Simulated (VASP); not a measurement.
# InAs (Fm-3m) in VASP: notebook

Aim: see how the results for InAs move with the level of theory and the settings. Levels: PBEsol, LDA. Tasks: single point.

Everything below comes from runs of VASP 6.6.1. Logs are shortened: lines on timing, memory, paths and dates and some standing lists are left out, and cuts for length are marked.

### 1 The cell of the first run

It takes space group Fm-3m (No. 225, cubic). The conventional cell has a = 5.677 Å, b = 5.677 Å, c = 5.677 Å, α = 90.00°, β = 90.00°, γ = 90.00°. Within 3.7 Å of In (site symmetry m-3m) lie 6 As at 2.84 Å. As (site symmetry m-3m) has 6 In at 2.84 Å within 3.7 Å.

### 2 Single point, PBEsol

INCAR reads:

```
  PREC = Accurate
  ENCUT = 520
  EDIFF = 1E-6
  ISMEAR = -1
  SIGMA = 0.05
  LREAL = False
  LASPH = True
  NELM = 60
  ALGO = Normal
  ISIF = 2
  LWAVE = False
  LCHARG = True
  GGA = PS
  LELF = True
  LVHAR = True
  NBANDS = 16
```

KPOINTS reads:

```
regular mesh
0
Gamma
  8 8 8
```

POSCAR reads:

```
InAs
1.0
    0.0000000000      2.8384167465      2.8384167465
    2.8384167465      0.0000000000      2.8384167465
    2.8384167465      2.8384167465      0.0000000000
In As
1 1
Direct
    0.5000000000      0.5000000000      0.5000000000
    0.0000000000      0.0000000000      0.0000000000
```

Potentials or basis: VASP PAW PBE potentials, release 64 (In_d, As).

Launch:

```sh
$ cat potpaw_PBE.64/In_d/POTCAR potpaw_PBE.64/As/POTCAR > POTCAR
$ mpirun -np 1 vasp_std > vasp.out
```

OUTCAR:

```text
PREC = Accurate
   ENCUT = 520
   EDIFF = 1E-6
   ISMEAR = -1
   LREAL = False
   LASPH = True
   NELM = 60
   ISIF = 2
   GGA = PS

 ion  position               nearest neighbor table
   1  0.500  0.500  0.500-   2 2.84   2 2.84   2 2.84   2 2.84   2 2.84   2 2.84
   2  0.000  0.000  0.000-   1 2.84   1 2.84   1 2.84   1 2.84   1 2.84   1 2.84

  LATTYP: Found a face centered cubic cell.
 ALAT       =     5.6768334930

  Lattice vectors:

 A1 = (   0.0000000000,   2.8384167465,   2.8384167465)
 A2 = (   2.8384167465,   0.0000000000,   2.8384167465)
 A3 = (   2.8384167465,   2.8384167465,   0.0000000000)

Analysis of symmetry for initial positions (statically):
=====================================================================
 Subroutine PRICEL returns:
 Original cell was already a primitive cell.

 Routine SETGRP: Setting up the symmetry group for a
 face centered cubic supercell.

 Subroutine GETGRP returns: Found 48 space group operations
 (whereof 48 operations were pure point group operations)
 out of a pool of 48 trial point group operations.

The static configuration has the point symmetry O_h .

Analysis of symmetry for dynamics (positions and initial velocities):
=====================================================================
 Subroutine PRICEL returns:
 Original cell was already a primitive cell.

 Routine SETGRP: Setting up the symmetry group for a
 face centered cubic supercell.

 Subroutine GETGRP returns: Found 48 space group operations
 (whereof 48 operations were pure point group operations)
 out of a pool of 48 trial point group operations.

The dynamic configuration has the point symmetry O_h .

 Subroutine INISYM returns: Found 48 space group operations
 (whereof 48 operations are pure point group operations),
 and found     1 'primitive' translations

----------------------------------------------------------------------------------------

                                     Primitive cell

  volume of cell :      45.7360

  direct lattice vectors                    reciprocal lattice vectors
     0.000000000  2.838416747  2.838416747    -0.176154541  0.176154541  0.176154541
     2.838416747  0.000000000  2.838416747     0.176154541 -0.176154541  0.176154541
     2.838416747  2.838416747  0.000000000     0.176154541  0.176154541 -0.176154541

  length of vectors
     4.014127459  4.014127459  4.014127459     0.305108616  0.305108616  0.305108616

  position of ions in fractional coordinates (direct lattice)
     0.500000000  0.500000000  0.500000000
     0.000000000  0.000000000  0.000000000

  ion indices of the primitive-cell ions
   primitive index   ion index
                 1           1
                 2           2

----------------------------------------------------------------------------------------

 KPOINTS: regular mesh

Automatic generation of k-mesh.
 Grid dimensions read from file:
 generate k-points for:    8    8    8

 Generating k-lattice:

  Cartesian coordinates                     Fractional coordinates (reciprocal lattice)
    -0.022019318  0.022019318  0.022019318     0.125000000  0.000000000  0.000000000
     0.022019318 -0.022019318  0.022019318     0.000000000  0.125000000  0.000000000
     0.022019318  0.022019318 -0.022019318     0.000000000  0.000000000  0.125000000

  Length of vectors
     0.038138577  0.038138577  0.038138577

  Shift w.r.t. Gamma in fractional coordinates (k-lattice)
     0.000000000  0.000000000  0.000000000

 Subroutine IBZKPT returns following result:
 ===========================================

 Found     29 irreducible k-points:

 Following reciprocal coordinates:
            Coordinates               Weight
  0.000000  0.000000  0.000000      1.000000
  0.125000  0.000000  0.000000      8.000000
  0.250000  0.000000  0.000000      8.000000
  0.375000  0.000000  0.000000      8.000000
  0.500000  0.000000  0.000000      4.000000
  0.125000  0.125000  0.000000      6.000000
[... 16 lines left out ...]
  0.500000  0.250000  0.125000     48.000000
 -0.375000  0.250000  0.125000     24.000000
 [... further k-points ...]
   k-points           NKPTS =     29   k-points in BZ     NKDIM =     29   number of bands    NBANDS=     16
   number of dos      NEDOS =    301   number of ions     NIONS =      2
   total plane-waves  NPLWV =  27000
   dimension x,y,z NGX =    30 NGY =   30 NGZ =   30
   dimension x,y,z NGXF=    60 NGYF=   60 NGZF=   60
   ions per type =               1   1
   NGX,Y,Z   is equivalent  to a cutoff of  12.42, 12.42, 12.42 a.u.
   NGXF,Y,Z  is equivalent  to a cutoff of  24.85, 24.85, 24.85 a.u.
 SYSTEM =  unknown system
   PREC   = accura    normal or accurate (medium, high low for compatibility)
   ISTART =      0    job   : 0-new  1-cont  2-samecut
   ICHARG =      2    charge: 1-file 2-atom 10-const
   ISPIN  =      1    spin polarized calculation?
   LNONCOLLINEAR =      F non collinear calculations
   LSORBIT =      F    spin-orbit coupling
   LASPH  =      T    aspherical Exc in radial PAW
   ENCUT  =  520.0 eV  38.22 Ry    6.18 a.u.   7.46  7.46  7.46*2*pi/ulx,y,z
   NELM   =     60;   NELMIN=  2; NELMDL= -5     # of ELM steps
   EDIFF  = 0.1E-05   stopping-criterion for ELM
   LREAL  =      F    real-space projection
   EDIFFG = 0.1E-04   stopping-criterion for IOM
   NSW    =      0    number of steps for IOM
   IBRION =     -1    ionic relax: 0-MD 1-quasi-New 2-CG
   NFREE  =      0    steps in history (QN), initial steepest desc. (CG)
   ISIF   =      2    stress and relaxation
   ISYM   =      2    0-nonsym 1-usesym 2-fastsym
   POTIM  = 0.5000    time-step for ionic-motion
   TEBEG  =    0.0;   TEEND  =   0.0 temperature during run
   PSTRESS=    0.0 pullay stress
   NELECT =      18.0000    total number of electrons
   NUPDOWN=      -1.0000    fix difference up-down
   EMIN   =  10.00;   EMAX   =-10.00  energy-range for DOS
   EFERMI =   0.00;   METHOD = LEGACY
   ISMEAR =    -1;   SIGMA  =   0.05  broadening in eV -4-tet -1-fermi 0-gaus
   EFERMI_NEDOS =   21; number of points for ismear=-14 and -15
   IALGO  =     38    algorithm
   IMIX   =      4    mixing-type and parameters
     AMIX     =   0.40;   BMIX     =  1.00
     AMIX_MAG =   1.60;   BMIX_MAG =  1.00
  volume/ion in A,a.u.               =      22.87       154.32
  Fermi-wavevector in a.u.,A,eV,Ry     =   1.199719  2.267140 19.583212  1.439325
  Thomas-Fermi vector in A             =   2.335574
   LORBIT       =      0    0 simple, 1 ext, 2 COOP (PROOUT), +10 PAW based schemes
   GGA     = PS    functional components
   LHFCALC =     F    Hartree Fock is set to
   AEXX    =    0.0000 exact exchange contribution
   IVDW    =     0    specifies the selected vdW correction
   LEPSILON=     F    determine dielectric tensor
   LRPA    =     F    only Hartree local field effects (RPA)
 non-spin polarized calculation
  energy-cutoff  :      520.00
  volume of cell :       45.74
 maximum number of plane-waves:      1249
 NGX is ok and might be reduce to    30
   NGX = 15   NGY = 15   NGZ = 15

 number of electron      17.9999990 magnetization

 Free energy of the ion-electron system (eV)
  ---------------------------------------------------
  ext. energy  EPLUGINS =         0.00000000
  ---------------------------------------------------
  free energy    TOTEN  =        -8.21150152 eV

  energy without entropy =       -8.20099732  energy(sigma->0) =       -8.20624942

 E-fermi :   6.2403     XC(G=0): -10.4372

 val. band max:        6.1488535775   @ k =   0.2500   0.0000   0.0000
 cond. band min:       6.2779661930   @ k =  -0.3750   0.1250   0.0000
 fundamental gap:      0.1291126155
 Fermi energy:         6.2402614228

 k-point     1 :       0.0000    0.0000    0.0000
  band No.  band energies     occupation
      1      -8.0311      2.00000
      2      -8.0311      2.00000
      3      -8.0069      2.00000
      4      -8.0069      2.00000
      5      -8.0069      2.00000
      6      -6.1657      2.00000
[... 8 lines left out ...]
     15      13.8923      0.00000
     16      13.8923      0.00000

 k-point     2 :       0.1250    0.0000    0.0000
  band No.  band energies     occupation
      1      -8.0385      2.00000
      2      -8.0385      2.00000
      3      -8.0075      2.00000
      4      -7.9988      2.00000
      5      -7.9988      2.00000
      6      -5.9878      2.00000
[... 8 lines left out ...]
     15      13.9770      0.00000
     16      13.9770      0.00000

 k-point     3 :       0.2500    0.0000    0.0000
  band No.  band energies     occupation
      1      -8.0595      2.00000
      2      -8.0595      2.00000
      3      -8.0103      2.00000
      4      -7.9761      2.00000
      5      -7.9761      2.00000
      6      -5.4800      2.00000
[... 8 lines left out ...]
     15      15.0303      0.00000
     16      15.0303      0.00000

 k-point     4 :       0.3750    0.0000    0.0000
  band No.  band energies     occupation
      1      -8.0812      2.00000
      2      -8.0811      2.00000
      3      -8.0147      2.00000
      4      -7.9523      2.00000
      5      -7.9523      2.00000
      6      -4.7780      2.00000
[... 8 lines left out ...]
     15      16.6732      0.00000
     16      16.6732      0.00000
[... 324 lines left out ...]
 k-point    22 :       0.3750    0.2500    0.1250
  band No.  band energies     occupation
      1      -8.1378      2.00000
      2      -8.0389      2.00000
      3      -8.0167      2.00000
      4      -7.9641      2.00000
      5      -7.9615      2.00000
      6      -4.9838      2.00000
[... 8 lines left out ...]
     15      16.8181      0.00000
     16      17.9075      0.00000

 k-point    23 :       0.5000    0.2500    0.1250
  band No.  band energies     occupation
      1      -8.1683      2.00000
      2      -8.0558      2.00000
      3      -8.0064      2.00000
      4      -7.9636      2.00000
      5      -7.9435      2.00000
      6      -4.2946      2.00000
[... 8 lines left out ...]
     15      17.3627      0.00000
     16      18.2837      0.00000

 k-point    24 :      -0.3750    0.2500    0.1250
  band No.  band energies     occupation
      1      -8.1785      2.00000
      2      -8.0643      2.00000
      3      -7.9968      2.00000
      4      -7.9695      2.00000
      5      -7.9351      2.00000
      6      -3.9050      2.00000
[... 8 lines left out ...]
     15      15.9970      0.00000
     16      19.2355      0.00000

 [... further k-points ...]
[... 5 lines left out ...]
  --------------------------------------------------------------------------------------
  -------------------------------------------------------------------------------------
  Total       -0.1970307     -0.1970307     -0.1970307     -0.0000000     -0.0000000      0.0000000
  in kB       -6.9021762     -6.9021762     -6.9021762     -0.0000000     -0.0000000      0.0000000
  external PRESSURE =      -6.9021762 kB  Pullay stress =       0.0000000 kB

 VOLUME and BASIS-vectors are now :
 -----------------------------------------------------------------------------
  energy-cutoff  :      520.00
  volume of cell :       45.74
      direct lattice vectors                 reciprocal lattice vectors
     0.000000000  2.838416747  2.838416747    -0.176154541  0.176154541  0.176154541
     2.838416747  0.000000000  2.838416747     0.176154541 -0.176154541  0.176154541
     2.838416747  2.838416747  0.000000000     0.176154541  0.176154541 -0.176154541

 POSITION                                       TOTAL-FORCE (eV/Angst)
 -----------------------------------------------------------------------------------
      2.83842      2.83842      2.83842        -0.000000     -0.000000     -0.000000
      0.00000      0.00000      0.00000         0.000000      0.000000      0.000000
 -----------------------------------------------------------------------------------
    total drift:                                0.000000      0.000000      0.000000

  FREE ENERGIE OF THE ION-ELECTRON SYSTEM (eV)
  ---------------------------------------------------
  free  energy   TOTEN  =        -8.2115015230 eV

  energy  without entropy=       -8.2009973173  energy(sigma->0) =       -8.20624942
```

It took 46 s on 1 thread of AMD EPYC 7R13, shared host; peak memory 0.15 GiB.

What came out:

- Free energy: -8.2115 eV
- Pressure: -0.7 GPa
- Band gap on the k mesh: zero (band 9 reaches 6.60 eV, above the bottom of band 10 at 3.86 eV)

Caveat: the PAW data sets were made with another functional, which shifts forces and pressure a little; spin-orbit coupling is left out, which moves the levels of the heavy elements.

### 3 Single point, PBEsol

This run uses another cell than the first one, of 23.34 Å³/atom, 1.021 times its volume.

INCAR reads:

```
SYSTEM = InAs
ALGO = Normal
EDIFF = 1E-6
ENCUT = 520
GGA = PS
ISIF = 2
ISMEAR = -1
LASPH = .TRUE.
LCHARG = .FALSE.
LREAL = .FALSE.
LWAVE = .FALSE.
NBANDS = 16
NELM = 100
PREC = Accurate
SIGMA = 0.05
```

KPOINTS reads:

```
k-points
0
G
  8 8 8
  0 0 0
```

POSCAR reads:

```
InAs
1.0
    0.0000000000      2.8579926530      2.8579926530
    2.8579926530      0.0000000000      2.8579926530
    2.8579926530      2.8579926530      0.0000000000
In As
1 1
Direct
    0.5000000000      0.5000000000      0.5000000000
    0.0000000000      0.0000000000      0.0000000000
```

Potentials or basis: VASP PAW PBE potentials, release 64 (In_d, As).

Launch:

```sh
$ cat potpaw_PBE.64/In_d/POTCAR potpaw_PBE.64/As/POTCAR > POTCAR
$ mpirun -np 1 vasp_std > vasp.out
```

It took 42 s on 1 thread of AMD EPYC 7R13, shared host; peak memory 0.15 GiB.

Results (log left out):

```yaml
Free_energy: -8.2036 eV
Pressure: -2.0 GPa
Band_gap_on_the_k_mesh: zero (band 9 reaches 6.36 eV, above the bottom of band 10 at 3.70 eV)
```

Levels at points of the mesh, in eV from the Fermi level:
```
           k point  band 6  band 7  band 8  band 9  band 10  band 11  band 12  band 13
(0.00, 0.00, 0.00)  -12.26   -0.58   -0.21   -0.21    -0.21     7.16     7.16     7.16
(0.50, 0.00, 0.00)  -10.52   -6.65    0.19    0.19     2.07     3.24     3.24     4.49
(0.50, 0.50, 0.00)   -9.58   -4.85   -2.96   -2.31    -2.31     3.77     9.31     9.31
```

Caveat: the PAW data sets were made with another functional, which shifts forces and pressure a little; spin-orbit coupling is left out, which moves the levels of the heavy elements.

### 4 Single point, LDA

This run uses another cell than the first one, of 23.82 Å³/atom, 1.042 times its volume.

INCAR reads:

```
SYSTEM = InAs
PREC = Accurate ; ENCUT = 520
EDIFF = 1E-6 ; ISMEAR = -1
SIGMA = 0.05 ; LREAL = .FALSE.
LASPH = .TRUE. ; NELM = 100
ALGO = Normal ; ISIF = 2
LWAVE = .FALSE. ; LCHARG = .TRUE.
LELF = .TRUE. ; LVHAR = .TRUE.
NBANDS = 16
```

KPOINTS reads:

```
Automatic mesh
0
G
  8 8 8
  0 0 0
```

POSCAR reads:

```
InAs
1.0
    0.0000000000      2.8773040000      2.8773040000
    2.8773040000      0.0000000000      2.8773040000
    2.8773040000      2.8773040000      0.0000000000
In As
1 1
Direct
    0.5000000000      0.5000000000      0.5000000000
    0.0000000000      0.0000000000      0.0000000000
```

Potentials or basis: VASP PAW LDA potentials, release 64 (In_d, As).

Launch:

```sh
$ cat potpaw_LDA.64/In_d/POTCAR potpaw_LDA.64/As/POTCAR > POTCAR
$ mpirun -np 1 vasp_std > vasp.out
```

Wall time 42 s (1 thread of AMD EPYC 7R13, shared host); peak memory 0.13 GiB.

Results (log left out):

```yaml
Free_energy: -8.7036 eV
Pressure: -4.8 GPa
Band_gap_on_the_k_mesh: zero (band 9 reaches 6.11 eV, above the bottom of band 10 at 3.53 eV)
```

Levels at points of the mesh, in eV from the Fermi level:
| k point | band 7 | band 8 | band 9 | band 10 | band 11 | band 12 |
| --- | --- | --- | --- | --- | --- | --- |
| (0.00, 0.00, 0.00) | -0.83 | -0.21 | -0.21 | -0.21 | 7.23 | 7.23 |
| (0.50, 0.00, 0.00) | -6.55 | 0.20 | 0.20 | 2.06 | 3.22 | 3.22 |
| (0.50, 0.50, 0.00) | -4.69 | -3.05 | -2.23 | -2.23 | 3.91 | 9.05 |

Caveat: spin-orbit coupling is left out, which moves the levels of the heavy elements.

### 5 Single point, LDA

This run uses another cell than the first one, of 24.30 Å³/atom, 1.063 times its volume.

INCAR reads:

```
SYSTEM = InAs
ALGO = Normal
EDIFF = 1E-6
ENCUT = 520
GGA = CA
ISIF = 2
ISMEAR = -1
LASPH = .TRUE.
LCHARG = .FALSE.
LREAL = .FALSE.
LWAVE = .FALSE.
NBANDS = 16
NELM = 60
PREC = Accurate
SIGMA = 0.05
```

KPOINTS reads:

```
k-points
0
G
  8 8 8
  0 0 0
```

POSCAR reads:

```
InAs
1.0
    0.0000000000      2.8963595487      2.8963595487
    2.8963595487      0.0000000000      2.8963595487
    2.8963595487      2.8963595487      0.0000000000
In As
1 1
Direct
    0.5000000000      0.5000000000      0.5000000000
    0.0000000000      0.0000000000      0.0000000000
```

Launch:

```sh
$ cat potpaw_LDA.64/In_d/POTCAR potpaw_LDA.64/As/POTCAR > POTCAR
$ mpirun -np 1 vasp_std > vasp.out
```

It took 43 s on 1 thread of AMD EPYC 7R13, shared host; peak memory 0.13 GiB.

It converged, with:

- Free energy: -8.6716 eV
- Pressure: -5.9 GPa
- Band gap on the k mesh: zero (band 9 reaches 5.88 eV, above the bottom of band 10 at 3.37 eV)

Levels at points of the mesh, in eV from the Fermi level:
```tsv
k point	band 7	band 8	band 9	band 10	band 11	band 12
(0.00, 0.00, 0.00)	-0.96	-0.20	-0.20	-0.20	7.21	7.21
(0.50, 0.00, 0.00)	-6.44	0.19	0.19	2.04	3.22	3.22
(0.50, 0.50, 0.00)	-4.58	-3.06	-2.17	-2.17	3.94	8.89
```

Caveat: spin-orbit coupling is left out, which moves the levels of the heavy elements.

### 6 Single point, LDA

This run uses another cell than the first one, of 24.77 Å³/atom, 1.083 times its volume.

INCAR reads:

```
SYSTEM = InAs
  PREC = Accurate
  ENCUT = 520
  EDIFF = 1E-7
  ISMEAR = -1
  SIGMA = 0.05
  LREAL = .FALSE.
  LASPH = .TRUE.
  NELM = 80
  ALGO = Normal
  ISIF = 2
  LWAVE = .FALSE.
  LCHARG = .TRUE.
  LELF = .TRUE.
  LVHAR = .TRUE.
  NBANDS = 16
```

KPOINTS reads:

```
regular mesh
0
G
  8 8 8
  0 0 0
```

POSCAR reads:

```
InAs
1.0
    0.0000000000      2.9151676052      2.9151676052
    2.9151676052      0.0000000000      2.9151676052
    2.9151676052      2.9151676052      0.0000000000
In As
1 1
Direct
    0.5000000000      0.5000000000      0.5000000000
    0.0000000000      0.0000000000      0.0000000000
```

Potentials or basis: VASP PAW LDA potentials, release 64 (In_d, As).

Launch:

```sh
$ cat potpaw_LDA.64/In_d/POTCAR potpaw_LDA.64/As/POTCAR > POTCAR
$ mpirun -np 1 vasp_std > vasp.out
```

It took 47 s on 1 thread of AMD EPYC 7R13, shared host; peak memory 0.13 GiB.

Results (log left out):

```
Free energy            : -8.6341 eV
Pressure               : -6.8 GPa
Band gap on the k mesh : zero (band 9 reaches 5.67 eV, above the bottom of band 10 at 3.22 eV)
```

Levels at points of the mesh, in eV from the Fermi level:
```
           k point  band 5  band 6  band 7  band 8  band 9  band 10  band 11  band 12  band 13  band 14
(0.00, 0.00, 0.00)  -14.15  -11.87   -1.08   -0.19   -0.19    -0.19     7.17     7.17     7.17     7.19
(0.50, 0.00, 0.00)  -14.10  -10.33   -6.35    0.19    0.19     2.02     3.21     3.21     4.05    10.35
(0.50, 0.50, 0.00)  -14.08   -9.55   -4.46   -3.07   -2.11    -2.11     3.97     8.74     8.74     9.53
```

Caveat: spin-orbit coupling is left out, which moves the levels of the heavy elements.

### 7 The runs side by side

```tsv
level	potentials or basis	cell	gap on the mesh (eV)	pressure (GPa)
PBEsol	VASP PAW PBE potentials, release 64 (In_d, As)	a = 4.014 Å, angles 60.0°, 2 atoms	none	-0.7
PBEsol	VASP PAW PBE potentials, release 64 (In_d, As)	a = 4.042 Å, angles 60.0°, 2 atoms	none	-2.0
LDA	VASP PAW LDA potentials, release 64 (In_d, As)	a = 4.069 Å, angles 60.0°, 2 atoms	none	-4.8
LDA	VASP PAW LDA potentials, release 64 (In_d, As)	a = 4.096 Å, angles 60.0°, 2 atoms	none	-5.9
LDA	VASP PAW LDA potentials, release 64 (In_d, As)	a = 4.123 Å, angles 60.0°, 2 atoms	none	-6.8
```

Alike in all rows: task single point; no spin polarisation; k mesh 8 × 8 × 8; cutoff (eV) 520; smearing fermi-dirac 0.05 eV.

Caveats: spin-orbit coupling is left out, which moves the levels of the heavy elements; the PAW data sets were made with another functional, which shifts forces and pressure a little (some runs).

Absolute energies hang on the potentials; compare differences alone.
